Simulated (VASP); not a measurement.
Ti3C2, 10 atoms in the cell. The structure is hexagonal, space group P6_3/mmc (No. 194). Conventional cell: a = 3.067 Å, b = 3.067 Å, c = 15.117 Å, α = 90.00°, β = 90.00°, γ = 120.00°. Within 2.7 Å of Ti (site symmetry 3m) lie 3 C at 2.06 Å. Within 2.9 Å of Ti (site symmetry -3m) lie 6 C at 2.20 Å. Within 2.7 Å of C (site symmetry 3m) lie 6 Ti at 2.06 to 2.20 Å. 

| Quantity | Value |
| --- | --- |
| Program | VASP 6.6.1 |
| Task | relaxation of cell and atoms |
| Functional | LDA |
| Potentials or basis | VASP PAW LDA potentials, release 64 (Ti_sv, C) |
| Cutoff | 600 eV |
| k mesh | 8 × 8 × 2 |
| Occupations | fermi-dirac, width 0.3 eV |
| Spin | no spin polarisation |
| Dipole correction | no |
| Further INCAR settings | ALGO = Normal; EDIFF = 1e-07; IBRION = 2; EDIFFG = -0.01; NSW = 100; ISIF = 3 |

Potentials or basis: VASP PAW LDA potentials, release 64 (Ti_sv, C).

Command:

```bash
$ cat potpaw_LDA.64/Ti_sv/POTCAR potpaw_LDA.64/C/POTCAR > POTCAR
$ mpirun -np 1 vasp_std > vasp.out
```

Hardware: 1 thread of Intel(R) Xeon(R) 6975P-C (Granite Rapids), with other jobs on the host.

How long does it take, and how much memory?

Wall time 13 min on 1 thread of Intel(R) Xeon(R) 6975P-C (Granite Rapids), with other jobs on the host, peak memory 0.29 GiB. Counts: scf iterations 178, k points 20, ion steps 10.
